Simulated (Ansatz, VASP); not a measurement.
# One calculation of V, two programs

```
V
1.0
    -1.52800    1.52800    1.52800
     1.52800   -1.52800    1.52800
     1.52800    1.52800   -1.52800
V
1
Direct
  0.00000 0.00000 0.00000
```

Alike in both runs: task single point; functional PBE; k mesh 20 × 20 × 20; occupations gaussian, width 0.1 eV; no spin polarisation.

|  | VASP | Ansatz |
| --- | --- | --- |
| version | VASP 6.6.1 | Ansatz 0.2.0 |
| potentials or method | VASP PAW PBE potentials, release 64 (V_sv), cutoff 520 eV | scalar-relativistic, plane waves, PAW |
| valence electrons in the cell | 13 | 13 |

VASP gave:

- gap on the k mesh at the Fermi level (eV): none
- pressure (GPa): -9.4

**Question.** What did Ansatz give for the same quantities?

**Answer.** gap on the k mesh at the Fermi level (eV): none; pressure (GPa): -9.6.

A gap of «none» marks a metal or a gap that the smearing closes.
